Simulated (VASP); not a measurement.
Here is a VASP 6.6.1 calculation.

INCAR

```
  PREC = Accurate
  ENCUT = 520
  EDIFF = 1E-6
  ISMEAR = 0
  SIGMA = 0.1
  LREAL = False
  LASPH = True
  NELM = 60
  ALGO = Normal
  ISIF = 2
  LWAVE = False
  LCHARG = True
  GGA = PE
  LELF = True
  LVHAR = True
  NBANDS = 29
```

The input KPOINTS:

```
regular mesh
0
Gamma
  8 8 8
```

Contents of POSCAR:

```
Zr2PdC2
1.0
   -1.8491579364      1.8491579364      4.4858428795
    1.8491579364     -1.8491579364      4.4858428795
    1.8491579364      1.8491579364     -4.4858428795
Zr Pd C
2 1 2
Direct
    0.3711000000      0.3711000000      0.0000000000
    0.6289000000      0.6289000000      0.0000000000
    0.0000000000      0.0000000000      0.0000000000
    0.2500000000      0.7500000000      0.5000000000
    0.7500000000      0.2500000000      0.5000000000
```

Potentials or basis: VASP PAW PBE potentials, release 64 (Zr_sv, Pd, C).

Run with:

```console
$ cat potpaw_PBE.64/Zr_sv/POTCAR potpaw_PBE.64/Pd/POTCAR potpaw_PBE.64/C/POTCAR > POTCAR
$ mpirun -np 1 vasp_std > vasp.out
```

Question: Predict the band gap on the k mesh.

Answer: Zero (bands 21 and 22 overlap by 1.50 eV).

Question: Estimate the pressure.

Answer: 34.3 GPa.

Question: Predict the largest force.

Answer: 5.437 eV/Å.

Stress tensor (GPa, compression positive):
```
30.63  0.00  0.00
 0.00 30.63  0.00
 0.00  0.00 41.54
```

Caveat: the cell stands under pressure; forces of over 1 eV/Å act on the atoms, so gaps and moduli don't describe the material at rest.
